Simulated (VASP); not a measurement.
# AlCu (P4mm) in VASP: notebook

Runs on AlCu. Level: r2SCAN. Tasks: single point.

Everything below comes from runs of VASP 6.6.1. Logs are shortened: lines on timing, memory, paths and dates and some standing lists are left out, and cuts for length are marked.

### 1 The cell of the first run

Symmetry: P4mm, No. 99, tetragonal system. Conventional cell: a = 2.998 Å, b = 2.998 Å, c = 2.998 Å, α = 90.00°, β = 90.00°, γ = 90.00°. Al (site symmetry 4mm) has 8 Cu at 2.46 to 2.75 Å and 6 Al at 3.00 Å within 3.2 Å. Cu (site symmetry 4mm) has 8 Al at 2.46 to 2.75 Å and 6 Cu at 3.00 Å within 3.2 Å.

### 2 Single point, r2SCAN

The input, POSCAR:

```
AlCu
1.0
    2.9975090000      0.0000000000      0.0000000000
    0.0000000000      2.9975090000      0.0000000000
    0.0000000000      0.0000000000      2.9975090000
Al Cu
1 1
Direct
    0.0834025853      0.0000000000      0.0000000000
    0.5000000000      0.5000000000      0.5000000000
```

The input, INCAR.step1:

```
PREC     = Accurate       # precision mode
ENCUT    = 520            # plane-wave cutoff, eV
ISMEAR   = 0              # smearing method
SIGMA    = 0.15           # smearing width, eV
LREAL    = F              # projectors in reciprocal space
LASPH    = T              # aspherical terms in the spheres
NELM     = 60             # most SCF steps
NBANDS   = 14             # bands
GGA      = PE             # functional
ALGO     = Normal         # electronic algorithm
EDIFF    = 1E-4           # SCF threshold, eV
LWAVE    = T              # write WAVECAR
LCHARG   = F              # write CHGCAR
```

The input, INCAR.step2:

```
PREC     = Accurate       # precision mode
ENCUT    = 520            # plane-wave cutoff, eV
EDIFF    = 1E-6           # SCF threshold, eV
ISMEAR   = 0              # smearing method
SIGMA    = 0.15           # smearing width, eV
LREAL    = F              # projectors in reciprocal space
LASPH    = T              # aspherical terms in the spheres
NELM     = 60             # most SCF steps
ALGO     = Normal         # electronic algorithm
ISIF     = 2              # what is computed and relaxed
LWAVE    = F              # write WAVECAR
LCHARG   = F              # write CHGCAR
METAGGA  = R2SCAN         # meta-GGA
LMIXTAU  = T            
NBANDS   = 14             # bands
ISTART   = 1
```

The input, KPOINTS:

```
Automatic mesh
0
Gamma
  16 16 16
```

Potentials or basis: VASP PAW PBE potentials, release 64 (Al, Cu).

The run is started by

```sh
> cat potpaw_PBE.64/Al/POTCAR potpaw_PBE.64/Cu/POTCAR > POTCAR
> cp INCAR.step1 INCAR
> mpirun -np 1 vasp_std > vasp.out
> cp INCAR.step2 INCAR
> mpirun -np 1 vasp_std > vasp.out
```

OUTCAR:

```text
PREC = Accurate
   ENCUT = 520
   EDIFF = 1E-6
   ISMEAR = 0
   LREAL = F
   LASPH = T
   NELM = 60
   ISIF = 2
   METAGGA = R2SCAN
   ISTART = 1

 ion  position               nearest neighbor table
   1  0.083  0.000  0.000-   2 2.46   2 2.46   2 2.46   2 2.46   2 2.75   2 2.75   2 2.75   2 2.75

   2  0.500  0.500  0.500-   1 2.46   1 2.46   1 2.46   1 2.46   1 2.75   1 2.75   1 2.75   1 2.75

  LATTYP: Found a simple cubic cell.
 ALAT       =     2.9975090000

  Lattice vectors:

 A1 = (   2.9975090000,   0.0000000000,   0.0000000000)
 A2 = (   0.0000000000,   2.9975090000,   0.0000000000)
 A3 = (   0.0000000000,   0.0000000000,   2.9975090000)

Analysis of symmetry for initial positions (statically):
=====================================================================
 Subroutine PRICEL returns:
 Original cell was already a primitive cell.

 Routine SETGRP: Setting up the symmetry group for a
 simple cubic supercell.

 Subroutine GETGRP returns: Found  8 space group operations
 (whereof  8 operations were pure point group operations)
 out of a pool of 48 trial point group operations.

The static configuration has the point symmetry C_4v.

Analysis of symmetry for dynamics (positions and initial velocities):
=====================================================================
 Subroutine PRICEL returns:
 Original cell was already a primitive cell.

 Routine SETGRP: Setting up the symmetry group for a
 simple cubic supercell.

 Subroutine GETGRP returns: Found  8 space group operations
 (whereof  8 operations were pure point group operations)
 out of a pool of 48 trial point group operations.

The dynamic configuration has the point symmetry C_4v.

 Subroutine INISYM returns: Found  8 space group operations
 (whereof  8 operations are pure point group operations),
 and found     1 'primitive' translations

----------------------------------------------------------------------------------------

                                     Primitive cell

  volume of cell :      26.9328

  direct lattice vectors                    reciprocal lattice vectors
     2.997509000  0.000000000  0.000000000     0.333610341  0.000000000  0.000000000
     0.000000000  2.997509000  0.000000000     0.000000000  0.333610341  0.000000000
     0.000000000  0.000000000  2.997509000     0.000000000  0.000000000  0.333610341

  length of vectors
     2.997509000  2.997509000  2.997509000     0.333610341  0.333610341  0.333610341

  position of ions in fractional coordinates (direct lattice)
     0.083402585  0.000000000  0.000000000
     0.500000000  0.500000000  0.500000000

  ion indices of the primitive-cell ions
   primitive index   ion index
                 1           1
                 2           2

----------------------------------------------------------------------------------------

 KPOINTS: Automatic mesh

Automatic generation of k-mesh.
 Grid dimensions read from file:
 generate k-points for:   16   16   16

 Generating k-lattice:

  Cartesian coordinates                     Fractional coordinates (reciprocal lattice)
     0.020850646  0.000000000  0.000000000     0.062500000  0.000000000  0.000000000
     0.000000000  0.020850646  0.000000000     0.000000000  0.062500000  0.000000000
     0.000000000  0.000000000  0.020850646     0.000000000  0.000000000  0.062500000

  Length of vectors
     0.020850646  0.020850646  0.020850646

  Shift w.r.t. Gamma in fractional coordinates (k-lattice)
     0.000000000  0.000000000  0.000000000

 Subroutine IBZKPT returns following result:
 ===========================================

 Found    405 irreducible k-points:

 Following reciprocal coordinates:
            Coordinates               Weight
  0.000000  0.000000  0.000000      1.000000
  0.062500  0.000000  0.000000      2.000000
  0.000000  0.062500  0.000000      4.000000
  0.125000  0.000000  0.000000      2.000000
  0.000000  0.125000  0.000000      4.000000
  0.187500  0.000000  0.000000      2.000000
[... 16 lines left out ...]
  0.187500  0.062500  0.000000      8.000000
  0.000000  0.187500  0.062500      8.000000
 [... further k-points ...]
   k-points           NKPTS =    405   k-points in BZ     NKDIM =    405   number of bands    NBANDS=     14
   number of dos      NEDOS =    301   number of ions     NIONS =      2
   total plane-waves  NPLWV =  13824
   dimension x,y,z NGX =    24 NGY =   24 NGZ =   24
   dimension x,y,z NGXF=    48 NGYF=   48 NGZF=   48
   ions per type =               1   1
   NGX,Y,Z   is equivalent  to a cutoff of  13.31, 13.31, 13.31 a.u.
   NGXF,Y,Z  is equivalent  to a cutoff of  26.62, 26.62, 26.62 a.u.
 SYSTEM =  unknown system
   PREC   = accura    normal or accurate (medium, high low for compatibility)
   ISTART =      1    job   : 0-new  1-cont  2-samecut
   ICHARG =      0    charge: 1-file 2-atom 10-const
   ISPIN  =      1    spin polarized calculation?
   LNONCOLLINEAR =      F non collinear calculations
   LSORBIT =      F    spin-orbit coupling
   LASPH  =      T    aspherical Exc in radial PAW
   ENCUT  =  520.0 eV  38.22 Ry    6.18 a.u.   5.57  5.57  5.57*2*pi/ulx,y,z
   NELM   =     60;   NELMIN=  2; NELMDL=  0     # of ELM steps
   EDIFF  = 0.1E-05   stopping-criterion for ELM
   LREAL  =      F    real-space projection
   EDIFFG = 0.1E-04   stopping-criterion for IOM
   NSW    =      0    number of steps for IOM
   IBRION =     -1    ionic relax: 0-MD 1-quasi-New 2-CG
   NFREE  =      0    steps in history (QN), initial steepest desc. (CG)
   ISIF   =      2    stress and relaxation
   ISYM   =      2    0-nonsym 1-usesym 2-fastsym
   POTIM  = 0.5000    time-step for ionic-motion
   TEBEG  =    0.0;   TEEND  =   0.0 temperature during run
   PSTRESS=    0.0 pullay stress
   NELECT =      14.0000    total number of electrons
   NUPDOWN=      -1.0000    fix difference up-down
   EMIN   =  10.00;   EMAX   =-10.00  energy-range for DOS
   EFERMI =   0.00;   METHOD = LEGACY
   ISMEAR =     0;   SIGMA  =   0.15  broadening in eV -4-tet -1-fermi 0-gaus
   EFERMI_NEDOS =   21; number of points for ismear=-14 and -15
   IALGO  =     38    algorithm
   IMIX   =      4    mixing-type and parameters
     AMIX     =   0.40;   BMIX     =  1.00
     AMIX_MAG =   1.60;   BMIX_MAG =  1.00
  volume/ion in A,a.u.               =      13.47        90.88
  Fermi-wavevector in a.u.,A,eV,Ry     =   1.316306  2.487459 23.574307  1.732663
  Thomas-Fermi vector in A             =   2.446428
   LORBIT       =      0    0 simple, 1 ext, 2 COOP (PROOUT), +10 PAW based schemes
   METAGGA = R2SCAN    functional components
   LHFCALC =     F    Hartree Fock is set to
   AEXX    =    0.0000 exact exchange contribution
   IVDW    =     0    specifies the selected vdW correction
   LEPSILON=     F    determine dielectric tensor
   LRPA    =     F    only Hartree local field effects (RPA)
 non-spin polarized calculation
 Gauss-broadening in eV      SIGMA  =   0.15
  energy-cutoff  :      520.00
  volume of cell :       26.93
 maximum number of plane-waves:       743
 NGX is ok and might be reduce to    24
   NGX = 11   NGY = 11   NGZ = 11

 number of electron      14.0000020 magnetization

 Free energy of the ion-electron system (eV)
  ---------------------------------------------------
  ext. energy  EPLUGINS =         0.00000000
  ---------------------------------------------------
  free energy    TOTEN  =       -17.76426908 eV

  energy without entropy =      -17.75781650  energy(sigma->0) =      -17.76104279

 E-fermi :   9.0335     XC(G=0): -12.4113

 val. band max:        9.0297902757   @ k =   0.5000   0.5000   0.4375
 cond. band min:       9.0405939570   @ k =   0.5000   0.5000   0.1250
 fundamental gap:      0.0108036812
 Fermi energy:         9.0334672702

 k-point     1 :       0.0000    0.0000    0.0000
  band No.  band energies     occupation
      1      -3.1055      2.00000
      2       3.8006      2.00000
      3       3.8456      2.00000
      4       4.8903      2.00000
      5       4.9307      2.00000
      6       4.9307      2.00000
      7      13.1117      0.00000
      8      13.1117      0.00000
      9      13.2040      0.00000
     10      15.5086      0.00000
     11      15.5135      0.00000
     12      19.8626      0.00000
     13      28.0802      0.00000
     14      28.0803      0.00000

 k-point     2 :       0.0625    0.0000    0.0000
  band No.  band energies     occupation
      1      -3.0362      2.00000
      2       3.8108      2.00000
      3       3.8481      2.00000
      4       4.8923      2.00000
      5       4.9121      2.00000
      6       4.9121      2.00000
      7      12.2758      0.00000
      8      13.1942      0.00000
      9      13.1942      0.00000
     10      15.5410      0.00000
     11      16.3376      0.00000
     12      20.1206      0.00000
     13      27.3114      0.00000
     14      27.3114      0.00000

 k-point     3 :       0.0000    0.0625    0.0000
  band No.  band energies     occupation
      1      -3.0357      2.00000
      2       3.8048      2.00000
      3       3.8547      2.00000
      4       4.8699      2.00000
      5       4.9124      2.00000
      6       4.9334      2.00000
      7      12.1874      0.00000
      8      13.1962      0.00000
      9      13.3341      0.00000
     10      15.5363      0.00000
     11      16.2644      0.00000
     12      20.1470      0.00000
     13      27.3618      0.00000
     14      27.4599      0.00000
[... 324 lines left out ...]
 k-point    23 :       0.1875    0.0625    0.0000
  band No.  band energies     occupation
      1      -2.4171      2.00000
      2       3.8367      2.00000
      3       3.8888      2.00000
      4       4.7621      2.00000
      5       4.7864      2.00000
      6       4.8893      2.00000
      7       9.2852      0.01763
      8      12.9218      0.00000
      9      13.9152      0.00000
     10      16.3376      0.00000
     11      18.7141      0.00000
     12      22.4388      0.00000
     13      23.6083      0.00000
     14      24.4059      0.00000

 k-point    24 :       0.0000    0.1875    0.0625
  band No.  band energies     occupation
      1      -2.4124      2.00000
      2       3.8021      2.00000
      3       3.9278      2.00000
      4       4.7113      2.00000
      5       4.7908      2.00000
      6       4.9304      2.00000
      7       9.2393      0.05233
      8      12.8898      0.00000
      9      14.1339      0.00000
     10      16.2498      0.00000
     11      18.5552      0.00000
     12      22.6309      0.00000
     13      23.4459      0.00000
     14      24.6625      0.00000

 [... further k-points ...]

------------------------ aborting loop because EDIFF is reached ----------------------------------------

  FORCE on cell =-STRESS in cart. coord.  units (eV):
  Direction    XX          YY          ZZ          XY          YZ          ZX
  --------------------------------------------------------------------------------------
  -------------------------------------------------------------------------------------
  Total       -0.5876418     -0.2327484     -0.2327484      0.0000000     -0.0000000      0.0000000
  in kB      -34.9576108    -13.8457307    -13.8457307      0.0000000     -0.0000000      0.0000000
  external PRESSURE =     -20.8830241 kB  Pullay stress =       0.0000000 kB

 VOLUME and BASIS-vectors are now :
 -----------------------------------------------------------------------------
  energy-cutoff  :      520.00
  volume of cell :       26.93
      direct lattice vectors                 reciprocal lattice vectors
     2.997509000  0.000000000  0.000000000     0.333610341  0.000000000  0.000000000
     0.000000000  2.997509000  0.000000000     0.000000000  0.333610341  0.000000000
     0.000000000  0.000000000  2.997509000     0.000000000  0.000000000  0.333610341

 POSITION                                       TOTAL-FORCE (eV/Angst)
 -----------------------------------------------------------------------------------
      0.25000      0.00000      0.00000        -0.994785      0.000000     -0.000000
      1.49875      1.49875      1.49875         0.994785      0.000000      0.000000
 -----------------------------------------------------------------------------------
    total drift:                               -0.002761      0.000000     -0.000000

  FREE ENERGIE OF THE ION-ELECTRON SYSTEM (eV)
  ---------------------------------------------------
  free  energy   TOTEN  =       -17.7642690812 eV

  energy  without entropy=      -17.7578164956  energy(sigma->0) =      -17.76104279
```

Run time: 7.1 min. Hardware: 1 thread of AMD EPYC 7R13 (Zen 3), shared host; peak memory 0.24 GiB.

What came out:

```
Free energy            : -17.7643 eV
Pressure               : -2.1 GPa
Largest force          : 0.995 eV/Å
Band gap on the k mesh : zero (bands 7 and 8 overlap by 5.00 eV)
```

Forces on the atoms (eV/Å):
```
Al  -0.995  0.000  0.000
Cu   0.995  0.000  0.000
```

Levels at points of the mesh, in eV from the Fermi level:
```
           k point  band 4  band 5  band 6  band 7  band 8  band 9  band 10  band 11
(0.00, 0.00, 0.00)   -4.14   -4.10   -4.10    4.08    4.08    4.17     6.48     6.48
(0.50, 0.00, 0.00)   -4.54   -4.54   -4.09   -3.34    7.55    8.08     8.08     9.45
(0.00, 0.50, 0.00)   -4.60   -4.53   -4.05   -3.40    7.52    8.47     8.71     8.81
(0.50, 0.50, 0.00)   -4.44   -4.04   -3.88   -3.75   -0.86   -0.10    10.99    12.91
(0.00, 0.50, 0.50)   -4.61   -3.85   -3.85   -3.78   -0.92   -0.08    11.10    12.70
(0.50, 0.50, 0.50)   -3.76   -3.74    0.44    0.44    0.76    1.83     2.47     2.47
```

Caveat: the cell differs from its parent crystal (all Al atoms moved -0.250 Å, as atom 1 towards its neighbour atom 1 (Al) at 2.998 Å); the PAW data sets were made with another functional, which shifts forces and pressure a little.

(Part 1 of 2 ends here.)
